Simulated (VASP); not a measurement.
Set up this calculation in VASP 6.6.1, as the native input.

* Task: single point
* Functional: PBE
* Potentials or basis: VASP PAW PBE potentials, release 64 (Ga_d, N)
* Cutoff: 520 eV
* k mesh: 8 × 6 × 6
* Occupations: gaussian, width 0.05 eV
* Spin: no spin polarisation
* Dipole correction: no
* Further INCAR settings: ALGO = Normal; EDIFF = 1e-06; NBANDS = 46

The structure of GaN lies in POSCAR:

```
GaN
1.0
   -3.2185392732      0.0000000000      0.0000000000
    0.0000000000      0.0000000000     -5.2433778863
    0.0000000001     -5.5746735474      0.0000000000
Ga N
4 4
Direct
    0.5000000000      0.0000436830      0.1720289337
    0.0000000000     -0.0043246023      0.6613088388
    0.0000000000      0.4956753977      0.3386911612
    0.5000000000      0.5000436830      0.8279710663
    0.5000000000      0.6381409350      0.1675868241
    0.0000000000      0.6400367182      0.6657746451
    0.0000000000      0.1400367182      0.3342253549
    0.5000000000      0.1381409350      0.8324131759
```

This cell differs from its parent crystal: mode 11 frozen in at -0.032 Å and mode 13 at -0.078 Å (largest displacements).

One way to write it, as run:

INCAR

```
PREC     = Accurate       # precision mode
ENCUT    = 520            # plane-wave cutoff, eV
EDIFF    = 1E-6           # SCF threshold, eV
ISMEAR   = 0              # smearing method
SIGMA    = 0.05           # smearing width, eV
LREAL    = False          # projectors in reciprocal space
LASPH    = True           # aspherical terms in the spheres
NELM     = 60             # most SCF steps
ALGO     = Normal         # electronic algorithm
ISIF     = 2              # what is computed and relaxed
LWAVE    = False          # write WAVECAR
LCHARG   = False          # write CHGCAR
GGA      = PE             # functional
NBANDS   = 46             # bands
```

KPOINTS

```
Automatic mesh
0
Gamma
  8 6 6
```

Potentials or basis: VASP PAW PBE potentials, release 64 (Ga_d, N).

Command:

```bash
$ cat potpaw_PBE.64/Ga_d/POTCAR potpaw_PBE.64/N/POTCAR > POTCAR
$ mpirun -np 1 vasp_std > vasp.out
```

Results of the run:

```json
{"Pressure": "1.0 GPa", "Largest force": "1.755 eV/Å", "Band gap on the k mesh": "1.58 eV"}
```

Caveat: the cell differs from its parent crystal (mode 11 frozen in at -0.032 Å and mode 13 at -0.078 Å (largest displacements)); forces of over 1 eV/Å act on the atoms, so gaps and moduli don't describe the material at rest.

Run time: 3.9 min on 1 thread of Oxide Virtual Turin-like Processor (shared host), peak memory 0.33 GiB.
